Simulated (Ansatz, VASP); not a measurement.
# HfSi2O6 in VASP and in Ansatz

```
Hf Si O
1.0
    -0.00147   -5.01221    0.00621
    -4.95175    2.50466   -0.00795
     0.17059    0.00742   -5.89072
Hf Si O
1 2 6
Direct
  0.45887 0.99929 0.00007
  0.01280 0.49395 0.34490
  0.52006 0.50649 0.65507
  0.57089 0.77871 0.79802
  0.84562 0.54077 0.56807
  0.79048 0.22057 0.20342
  0.37203 0.24534 0.81700
  0.30541 0.46094 0.43183
  0.12462 0.75394 0.18162
```

Change from the starting cell: cell x1, atoms moved at random (sigma 0.1 Å) and cell strained at random (1.5 %), then relaxed without symmetry.

Alike in both runs: functional PBE; k mesh 4 × 4 × 2; occupations gaussian, width 0.1 eV; no spin polarisation.

Ansatz relaxed the structure, and its values are those at the end. VASP's run is a single point on that final structure, the one shown.

```csv
,VASP,Ansatz
version,VASP 6.6.1,Ansatz 0.2.0
potentials or method,"VASP PAW PBE potentials, release 64 (Hf_pv, Si, O), cutoff 520 eV","scalar-relativistic, plane waves, PAW"
valence electrons in the cell,54,70
```

|  | VASP | Ansatz | Ansatz less VASP |
| --- | --- | --- | --- |
| gap on the k mesh at the Fermi level (eV) | 5.02 | 5.02 | 0.000 |
| least direct gap on the mesh (eV) | 5.28 | 5.28 | -0.001 |
| pressure (GPa) | -0.4 | -0.1 | +0.38 |
| rms of the force components (eV/Å) | 0.071 | 0.004 | -0.0667 |

With one functional, cell and mesh, what is left measures potentials, basis and numerics. VASP's potentials hold 54 valence electrons a cell and Ansatz's 70, so a difference there can come from the potentials and not from the codes.

The k mesh is coarse, so the values compare programs but aren't converged. Neither program's run includes spin-orbit coupling.
